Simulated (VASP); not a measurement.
# Ge (Cm) in VASP: single point with PBEsol

Aim: the single point of Ge with PBEsol.

All numbers are computed with VASP 6.6.1; they aren't measurements. Logs are shortened: lines on timing, memory, paths and dates and some standing lists are left out, and cuts for length are marked.

## Step 1: The cell of the first run

It takes space group Cm (No. 8, monoclinic). The conventional cell has a = 6.935 Å, b = 4.004 Å, c = 13.459 Å, α = 90.00°, β = 102.40°, γ = 90.00°. Within 3.2 Å of Ge (site symmetry m) lie 4 Ge at 2.45 Å. Ge (site symmetry m) has 4 Ge at 2.45 Å within 3.2 Å. Within 3.2 Å of Ge (site symmetry m) lie 4 Ge at 2.45 Å. Ge (site symmetry m) has 4 Ge at 2.45 Å within 3.2 Å. Ge (site symmetry m) has 6 Ge at 2.45 to 3.35 Å within 3.4 Å. Within 3.2 Å of Ge (site symmetry m) lie 4 Ge at 2.45 to 2.47 Å. Within 3.2 Å of Ge (site symmetry m) lie 4 Ge at 2.45 to 2.47 Å. Ge (site symmetry m) has 5 Ge at 2.45 to 3.24 Å within 3.3 Å.

## Step 2: Single point, PBEsol (the part above a cut slid along it)

Contents of INCAR:

```
  PREC = Accurate
  ENCUT = 520
  EDIFF = 1E-6
  ISMEAR = 0
  SIGMA = 0.15
  LREAL = F
  LASPH = T
  NELM = 60
  ALGO = Fast
  ISIF = 2
  LWAVE = F
  LCHARG = T
  GGA = PS
  LELF = T
  LVHAR = T
  NBANDS = 66
```

Contents of KPOINTS:

```
regular mesh
0
Gamma
  11 11 3
```

Contents of POSCAR:

```
Ge
1.0
   -2.0020822485     -3.4677081753      0.0000000000
    2.0020822485     -3.4677081753      0.0000000000
    0.0000000000     -2.8899879933     13.1450496104
Ge
8
Direct
   -0.0653416142     -0.0653416142      0.1568073295
   -0.1430083858     -0.1430083858      0.3431926705
   -0.2736916142     -0.2736916142      0.6568073295
   -0.3513583858     -0.3513583858      0.8431926705
    0.6274388482      0.6274388482      0.0941392333
    0.1642111518      0.1642111518      0.4058607667
    0.0857555148      0.0857555148      0.5941392333
    0.2891944852      0.2891944852      0.9058607667
```

Potentials or basis: VASP PAW PBE potentials, release 64 (Ge_d).

Command:

```
$ cat potpaw_PBE.64/Ge_d/POTCAR > POTCAR
$ mpirun -np 1 vasp_std > vasp.out
```

OUTCAR:

```text
PREC = Accurate
   ENCUT = 520
   EDIFF = 1E-6
   ISMEAR = 0
   LREAL = F
   LASPH = T
   NELM = 60
   ISIF = 2
   GGA = PS

 ion  position               nearest neighbor table
   1  0.935  0.935  0.157-   2 2.45   5 2.45   5 2.45   5 2.45
   2  0.857  0.857  0.343-   1 2.45   6 2.45   6 2.45   6 2.45
   3  0.726  0.726  0.657-   4 2.45   7 2.45   7 2.45   7 2.45
   4  0.649  0.649  0.843-   3 2.45   8 2.45   8 2.45   8 2.45
   5  0.627  0.627  0.094-   1 2.45   1 2.45   1 2.45
   6  0.164  0.164  0.406-   2 2.45   2 2.45   2 2.45   7 2.47
   7  0.086  0.086  0.594-   3 2.45   3 2.45   3 2.45   6 2.47
   8  0.289  0.289  0.906-   4 2.45   4 2.45   4 2.45

  LATTYP: Found a base centered monoclinic cell.
 ALAT       =     6.9354163506
 B/A-ratio  =     0.5773502692
 C/A-ratio  =     1.9406171727
 COS(beta)  =    -0.2147255038

  Lattice vectors:

 A1 = (   2.0020822485,   3.4677081753,   0.0000000000)
 A2 = (  -2.0020822485,   3.4677081753,   0.0000000000)
 A3 = (   0.0000000000,  -2.8899879933,  13.1450496104)

Analysis of symmetry for initial positions (statically):
=====================================================================
 Subroutine PRICEL returns:
 Original cell was already a primitive cell.

 Routine SETGRP: Setting up the symmetry group for a
 base centered monoclinic supercell.

 Subroutine GETGRP returns: Found  2 space group operations
 (whereof  2 operations were pure point group operations)
 out of a pool of  4 trial point group operations.

The static configuration has the point symmetry C_1h.

Analysis of symmetry for dynamics (positions and initial velocities):
=====================================================================
 Subroutine PRICEL returns:
 Original cell was already a primitive cell.

 Routine SETGRP: Setting up the symmetry group for a
 base centered monoclinic supercell.

 Subroutine GETGRP returns: Found  2 space group operations
 (whereof  2 operations were pure point group operations)
 out of a pool of  4 trial point group operations.

The dynamic configuration has the point symmetry C_1h.

 Subroutine INISYM returns: Found  2 space group operations
 (whereof  2 operations are pure point group operations),
 and found     1 'primitive' translations

----------------------------------------------------------------------------------------

                                     Primitive cell

  volume of cell :     182.5226

  direct lattice vectors                    reciprocal lattice vectors
    -2.002082248 -3.467708175  0.000000000    -0.249739990 -0.144187450 -0.031700147
     2.002082248 -3.467708175  0.000000000     0.249739990 -0.144187450 -0.031700147
     0.000000000 -2.889987993 13.145049610     0.000000000  0.000000000  0.076074266

  length of vectors
     4.004164497  4.004164497 13.458988070     0.290112017  0.290112017  0.076074266

  position of ions in fractional coordinates (direct lattice)
     0.934658386  0.934658386  0.156807329
     0.856991614  0.856991614  0.343192671
     0.726308386  0.726308386  0.656807329
     0.648641614  0.648641614  0.843192671
     0.627438848  0.627438848  0.094139233
     0.164211152  0.164211152  0.405860767
     0.085755515  0.085755515  0.594139233
     0.289194485  0.289194485  0.905860767

  ion indices of the primitive-cell ions
   primitive index   ion index
                 1           1
                 2           2
                 3           3
                 4           4
                 5           5
                 6           6
                 7           7
                 8           8

----------------------------------------------------------------------------------------

 KPOINTS: regular mesh

Automatic generation of k-mesh.
 Grid dimensions read from file:
 generate k-points for:   11   11    3

 Generating k-lattice:

  Cartesian coordinates                     Fractional coordinates (reciprocal lattice)
    -0.022703635 -0.013107950 -0.002881832     0.090909091  0.000000000 -0.000000000
     0.022703635 -0.013107950 -0.002881832     0.000000000  0.090909091 -0.000000000
     0.000000000  0.000000000  0.025358089     0.000000000  0.000000000  0.333333333

  Length of vectors
     0.026373820  0.026373820  0.025358089

  Shift w.r.t. Gamma in fractional coordinates (k-lattice)
     0.000000000  0.000000000  0.000000000

 Subroutine IBZKPT returns following result:
 ===========================================

 Found    102 irreducible k-points:

 Following reciprocal coordinates:
            Coordinates               Weight
  0.000000  0.000000  0.000000      1.000000
  0.090909 -0.000000 -0.000000      4.000000
  0.181818  0.000000  0.000000      4.000000
  0.272727  0.000000  0.000000      4.000000
  0.363636  0.000000  0.000000      4.000000
  0.454545  0.000000 -0.000000      4.000000
[... 16 lines left out ...]
 -0.272727  0.181818  0.000000      4.000000
 -0.181818  0.181818  0.000000      2.000000
 [... further k-points ...]
   k-points           NKPTS =    102   k-points in BZ     NKDIM =    102   number of bands    NBANDS=     66
   number of dos      NEDOS =    301   number of ions     NIONS =      8
   total plane-waves  NPLWV =  90000
   dimension x,y,z NGX =    30 NGY =   30 NGZ =  100
   dimension x,y,z NGXF=    60 NGYF=   60 NGZF=  200
   ions per type =               8
   NGX,Y,Z   is equivalent  to a cutoff of  12.46, 12.46, 12.35 a.u.
   NGXF,Y,Z  is equivalent  to a cutoff of  24.91, 24.91, 24.70 a.u.
 SYSTEM =  unknown system
   PREC   = accura    normal or accurate (medium, high low for compatibility)
   ISTART =      0    job   : 0-new  1-cont  2-samecut
   ICHARG =      2    charge: 1-file 2-atom 10-const
   ISPIN  =      1    spin polarized calculation?
   LNONCOLLINEAR =      F non collinear calculations
   LSORBIT =      F    spin-orbit coupling
   LASPH  =      T    aspherical Exc in radial PAW
   ENCUT  =  520.0 eV  38.22 Ry    6.18 a.u.   7.45  7.45 25.02*2*pi/ulx,y,z
   NELM   =     60;   NELMIN=  2; NELMDL= -5     # of ELM steps
   EDIFF  = 0.1E-05   stopping-criterion for ELM
   LREAL  =      F    real-space projection
   EDIFFG = 0.1E-04   stopping-criterion for IOM
   NSW    =      0    number of steps for IOM
   IBRION =     -1    ionic relax: 0-MD 1-quasi-New 2-CG
   NFREE  =      0    steps in history (QN), initial steepest desc. (CG)
   ISIF   =      2    stress and relaxation
   ISYM   =      2    0-nonsym 1-usesym 2-fastsym
   POTIM  = 0.5000    time-step for ionic-motion
   TEBEG  =    0.0;   TEEND  =   0.0 temperature during run
   PSTRESS=    0.0 pullay stress
   NELECT =     112.0000    total number of electrons
   NUPDOWN=      -1.0000    fix difference up-down
   EMIN   =  10.00;   EMAX   =-10.00  energy-range for DOS
   EFERMI =   0.00;   METHOD = LEGACY
   ISMEAR =     0;   SIGMA  =   0.15  broadening in eV -4-tet -1-fermi 0-gaus
   EFERMI_NEDOS =   21; number of points for ismear=-14 and -15
   IALGO  =     68    algorithm
   IMIX   =      4    mixing-type and parameters
     AMIX     =   0.40;   BMIX     =  1.00
     AMIX_MAG =   1.60;   BMIX_MAG =  1.00
  volume/ion in A,a.u.               =      22.82       153.97
  Fermi-wavevector in a.u.,A,eV,Ry     =   1.391154  2.628900 26.331492  1.935310
  Thomas-Fermi vector in A             =   2.515021
   LORBIT       =      0    0 simple, 1 ext, 2 COOP (PROOUT), +10 PAW based schemes
   GGA     = PS    functional components
   LHFCALC =     F    Hartree Fock is set to
   AEXX    =    0.0000 exact exchange contribution
   IVDW    =     0    specifies the selected vdW correction
   LEPSILON=     F    determine dielectric tensor
   LRPA    =     F    only Hartree local field effects (RPA)
 non-spin polarized calculation
 RMM-DIIS sequential band-by-band and
 Gauss-broadening in eV      SIGMA  =   0.15
  energy-cutoff  :      520.00
  volume of cell :      182.52
 maximum number of plane-waves:      4947
 NGX is ok and might be reduce to    30
   NGX = 15   NGY = 15   NGZ = 49

 number of electron     111.9999994 magnetization

 Free energy of the ion-electron system (eV)
  ---------------------------------------------------
  ext. energy  EPLUGINS =         0.00000000
  ---------------------------------------------------
  free energy    TOTEN  =       -38.28477022 eV

  energy without entropy =      -38.25425788  energy(sigma->0) =      -38.26951405

 E-fermi :   4.3887     XC(G=0): -10.1437

 val. band max:        4.3827054501   @ k =   0.1818   0.0000   0.3333
 cond. band min:       4.3916257782   @ k =  -0.0909   0.4545   0.3333
 fundamental gap:      0.0089203281
 Fermi energy:         4.3886613180

 k-point     1 :       0.0000    0.0000    0.0000
  band No.  band energies     occupation
      1     -20.0657      2.00000
      2     -20.0645      2.00000
      3     -20.0462      2.00000
      4     -20.0462      2.00000
      5     -20.0363      2.00000
      6     -20.0254      2.00000
[... 58 lines left out ...]
     65       8.0405      0.00000
     66       8.5665      0.00000

 k-point     2 :       0.0909   -0.0000   -0.0000
  band No.  band energies     occupation
      1     -20.0707      2.00000
      2     -20.0668      2.00000
      3     -20.0492      2.00000
      4     -20.0473      2.00000
      5     -20.0369      2.00000
      6     -20.0252      2.00000
[... 58 lines left out ...]
     65       8.2087      0.00000
     66       8.5149      0.00000

 k-point     3 :       0.1818    0.0000    0.0000
  band No.  band energies     occupation
      1     -20.0789      2.00000
      2     -20.0708      2.00000
      3     -20.0547      2.00000
      4     -20.0506      2.00000
      5     -20.0396      2.00000
      6     -20.0312      2.00000
[... 1438 lines left out ...]
     65       9.3187      0.00000
     66       9.9455      0.00000

 k-point    24 :      -0.1818    0.1818    0.0000
  band No.  band energies     occupation
      1     -20.0836      2.00000
      2     -20.0818      2.00000
      3     -20.0617      2.00000
      4     -20.0602      2.00000
      5     -20.0415      2.00000
      6     -20.0343      2.00000
[... 58 lines left out ...]
     65       8.7138      0.00000
     66       9.4522      0.00000

 [... further k-points ...]

------------------------ aborting loop because EDIFF is reached ----------------------------------------

  FORCE on cell =-STRESS in cart. coord.  units (eV):
  Direction    XX          YY          ZZ          XY          YZ          ZX
  --------------------------------------------------------------------------------------
  -------------------------------------------------------------------------------------
  Total       -1.7356745      0.2590157      1.6282282      0.0000000     -0.7611086      0.0000000
  in kB      -15.2356919      2.2736307     14.2925319      0.0000000     -6.6809854      0.0000000
  external PRESSURE =       0.4434902 kB  Pullay stress =       0.0000000 kB

 VOLUME and BASIS-vectors are now :
 -----------------------------------------------------------------------------
  energy-cutoff  :      520.00
  volume of cell :      182.52
      direct lattice vectors                 reciprocal lattice vectors
    -2.002082248 -3.467708175  0.000000000    -0.249739990 -0.144187450 -0.031700147
     2.002082248 -3.467708175  0.000000000     0.249739990 -0.144187450 -0.031700147
     0.000000000 -2.889987993 13.145049610     0.000000000  0.000000000  0.076074266

 POSITION                                       TOTAL-FORCE (eV/Angst)
 -----------------------------------------------------------------------------------
      0.00000     -6.93542      2.06124         0.000000      0.133877      0.044911
      0.00000     -6.93542      4.51128         0.000000      0.023001      0.074282
      0.00000     -6.93542      8.63376         0.000000      0.113204     -0.149251
      0.00000     -6.93542     11.08381         0.000000      0.026228     -0.116915
      0.00000     -4.62361      1.23746         0.000000     -0.375733     -0.496236
      0.00000     -2.31181      5.33506         0.000000      0.017486      0.007912
      0.00000     -2.31181      7.80999         0.000000     -0.022872     -0.028414
      0.00000     -4.62361     11.90758         0.000000      0.084810      0.663710
 -----------------------------------------------------------------------------------
    total drift:                                0.000000     -0.000174     -0.000012

  FREE ENERGIE OF THE ION-ELECTRON SYSTEM (eV)
  ---------------------------------------------------
  free  energy   TOTEN  =       -38.2847702184 eV

  energy  without entropy=      -38.2542578785  energy(sigma->0) =      -38.26951405
```

Run time: 32 min. Hardware: 1 thread of Oxide Virtual Turin-like, shared host; peak memory 0.81 GiB.

What came out:

- Free energy: -38.2848 eV
- Pressure: 0.0 GPa
- Largest force: 0.669 eV/Å
- Band gap on the k mesh: zero (bands 56 and 57 overlap by 1.02 eV)

Forces on the atoms (eV/Å):
```
Ge   0.000  0.134  0.045
Ge   0.000  0.023  0.074
Ge   0.000  0.113 -0.149
Ge   0.000  0.026 -0.117
Ge   0.000 -0.376 -0.496
Ge   0.000  0.017  0.008
Ge   0.000 -0.023 -0.028
Ge   0.000  0.085  0.664
```

Levels at points of the mesh, in eV from the Fermi level:
```csv
k point,band 52,band 53,band 54,band 55,band 56,band 57,band 58,band 59,band 60,band 61
"(0.00, 0.00, 0.00)",-0.39,-0.19,0.04,0.12,0.24,0.38,0.65,1.01,1.31,2.89
```

Caveat: the cell differs from its parent crystal (the part above a cut slid along it); the PAW data sets were made with another functional, which shifts forces and pressure a little.
